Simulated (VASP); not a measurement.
BaS: single point with PBE

The system is BaS.

```
Ba S
1.0
    -0.01071    3.20109    3.20109
     3.20109   -0.01071    3.20109
     3.20109    3.20109   -0.01071
Ba S
1 1
Cartesian
  0.0000 0.0000 0.0000
  3.1957 3.1957 3.1957
```

This cell differs from its parent crystal: strain along [111] -0.5%.

* Program: VASP 6.6.1
* Task: single point
* Functional: PBE
* Potentials or basis: VASP PAW PBE potentials, release 64 (Ba_sv, S)
* Cutoff: 520 eV
* k mesh: 4 × 4 × 4
* Occupations: gaussian, width 0.01 eV
* Spin: no spin polarisation

```
Pressure               : 0.9 GPa
Band gap on the k mesh : 2.11 eV (least direct gap 2.26 eV)
```

Stress tensor (GPa, compression positive):
```
0.91 0.06 0.06
0.06 0.91 0.06
0.06 0.06 0.91
```

Levels at points of the mesh, in eV from the valence-band top:
```csv
k point,band 5,band 6,band 7,band 8,band 9,band 10,band 11,band 12
"(0.00, 0.00, 0.00)",-10.35,-0.01,-0.01,0.00,3.53,3.84,3.84,3.88
"(0.50, 0.00, 0.00)",-9.16,-1.92,-1.08,-1.06,5.48,5.64,6.22,6.27
"(0.50, 0.50, 0.00)",-10.26,-0.55,-0.16,-0.15,2.11,5.89,5.94,7.41
"(0.50, 0.50, 0.50)",-9.17,-1.92,-1.09,-1.09,5.50,5.64,6.27,6.27
```

It took 21 s on 1 thread of Intel Xeon 8259CL, with other jobs on the host, peak memory 0.2 GiB.

Caveat: the k points lie up to 0.42 Å⁻¹ apart; the cell differs from its parent crystal (strain along [111] -0.5%); spin-orbit coupling is left out, which moves the levels of the heavy elements. A k mesh can miss the band edges.
